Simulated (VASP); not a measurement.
Crystal: MnS.

```
Mn S
1.0
     3.97600    0.00000    0.00000
    -1.98800    3.44332    0.00000
     0.00000    0.00000    6.43200
Mn S
2 2
Cartesian
  0.0000 2.2955 0.0000
  1.9880 1.1478 3.2160
  0.0000 2.2955 2.4763
  1.9880 1.1478 5.6923
```

Base run:

| Item | Value |
| --- | --- |
| Program | VASP 6.6.1 |
| Functional | PBE |
| Potentials or basis | VASP PAW PBE potentials, release 64 (Mn_pv, S) |
| Cutoff | 520 eV |
| k mesh | 6 × 6 × 3 |
| Occupations | gaussian, width 0.05 eV |
| Spin | collinear spin, ferromagnetic start |
| Starting moments | [1.25, 1.25, 0.0, 0.0] μB |
| Fixed moment | 2.5 μB |
| Hubbard terms | Mn d U = 5.0 eV |

Its results: pressure 0.0 GPa; net moment 2.50 μB per cell; site moments Mn +1.14; S +0.02 μB; largest force 0.179 eV/Å.

Question: The run is repeated on the same cell with these changes: fixed moment from 2.5 μB to none; moments at the start from [1.25, 1.25, 0.0, 0.0] to [5.0, 5.0, 0.0, 0.0]. What comes out?

Answer: Pressure 5.8 GPa; net moment 10.00 μB per cell; site moments Mn +4.61; S +0.02 μB; largest force 0.234 eV/Å.

Caveats: only a ferromagnetic start was run, and an antiferromagnetic order may lie lower in energy; the total moment is fixed, so each spin has its own Fermi level (some runs).
